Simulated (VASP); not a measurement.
Crystal: BaS.

```
Ba S
1.0
     0.00000    3.43917    3.65403
     3.43917    0.00000    3.65403
     3.43917    3.43917    0.00000
Ba S
1 1
Direct
  0.00000 0.00000 0.00000
  0.25000 0.25000 0.25000
```

This cell differs from its parent crystal: epitaxial xy strain -2.3%.

Program: VASP 6.6.1. Alike in all runs: task single point; potentials or basis VASP PAW PBE potentials, release 64 (Ba_sv, S); no spin polarisation; cell as given.

Q: Order these runs on this cell by their band gap on the k mesh, lowest first.
A. level HSE06; k mesh 4 × 4 × 4; cutoff (eV) 400; smearing gaussian 0.01 eV; grid for exact exchange (PRECFOCK) Normal; share of exact exchange 0.25; screening parameter 0.2079 1/Å
B. level PBE; k mesh 6 × 6 × 6; cutoff (eV) 500; smearing fermi-dirac 0.02 eV
C. level r2SCAN; k mesh 6 × 6 × 6; cutoff (eV) 550; smearing gaussian 0.01 eV

A: B (2.74 eV), C (3.06 eV), A (3.62 eV).

Caveats: the structure was generated, so it needn't be the stable form of BaS; spin-orbit coupling is left out, which moves the levels of the heavy elements.

A k mesh can miss the band edges.
